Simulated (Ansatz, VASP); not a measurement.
This is a calculation of HgTe for VASP 6.6.1.

INCAR

```
SYSTEM = HgTe
ALGO = Normal
EDIFF = 1E-7
EDIFFG = -0.005
ENCUT = 600
GGA = RP
IBRION = 2
ISIF = 3
ISMEAR = -1
LASPH = .TRUE.
LCHARG = .FALSE.
LREAL = .FALSE.
LWAVE = .FALSE.
NELM = 80
NSW = 80
PREC = Accurate
SIGMA = 0.05
```

KPOINTS

```
k-points
0
G
  7 7 7
  0 0 0
```

Contents of POSCAR:

```
HgTe
1.0
    0.0000000000      3.2145000000      3.2145000000
    3.2145000000      0.0000000000      3.2145000000
    3.2145000000      3.2145000000      0.0000000000
Hg Te
1 1
Direct
    0.0000000000      0.0000000000      0.0000000000
    0.7500000000      0.7500000000      0.7500000000
```

Potentials or basis: VASP PAW PBE potentials, release 64 (Hg, Te).

Command:

```console
$ cat potpaw_PBE.64/Hg/POTCAR potpaw_PBE.64/Te/POTCAR > POTCAR
$ mpirun -np 1 vasp_std > vasp.out
```

**Question.** Translate it to Ansatz 0.2.0. Potentials there: all-electron LAPW, scalar-relativistic.

**Answer.** As run (the cutoff follows the program's own potentials):

input.yaml

```yaml
crystal:
  lattice:
    - [0.0, 3.2145, 3.2145]
    - [3.2145, 0.0, 3.2145]
    - [3.2145, 3.2145, 0.0]
  atoms:
    - { symbol: Hg, position: [0.0, 0.0, 0.0] }
    - { symbol: Te, position: [0.75, 0.75, 0.75] }
kpoints:
  mp_grid: { grid: [7, 7, 7] }
scf:
  occupations: { method: fermi_dirac, width: 0.05 }
hamiltonian:
  xc: rpbe
  pseudopotentials: { kind: all_electron, lapw: { basis_error: 0.001 } }
output:
  forces: true
  stress: true
relax:
  f_tol: 0.005
  max_steps: 60
  cell: {}
```

Potentials or basis: all-electron LAPW, scalar-relativistic.

Run with:

```sh
$ ansatz run input.yaml --threads 1 --pin off --max-ram 3072MiB --backend cpu --events-out ev --progress --plain --runs-dir out
```

Both were run:

|  | VASP | Ansatz | Ansatz less VASP |
| --- | --- | --- | --- |
| relaxed volume (Å³/atom) | 38.62 | 38.58 | -0.038 |
| relaxed cell length with the largest relative difference (Å) | 4.780 | 4.779 | -0.0016 |

VASP's potentials were made for PBE, not for RPBE. Ansatz ran all-electron here, and VASP with PAW potentials.

Spin-orbit coupling is off throughout. Noted on VASP's run: the volume moved by over 15 % at a fixed basis, so the end points are rough. Noted on Ansatz's run: the volume moved by over 15 % at a fixed basis, so the end points are rough.
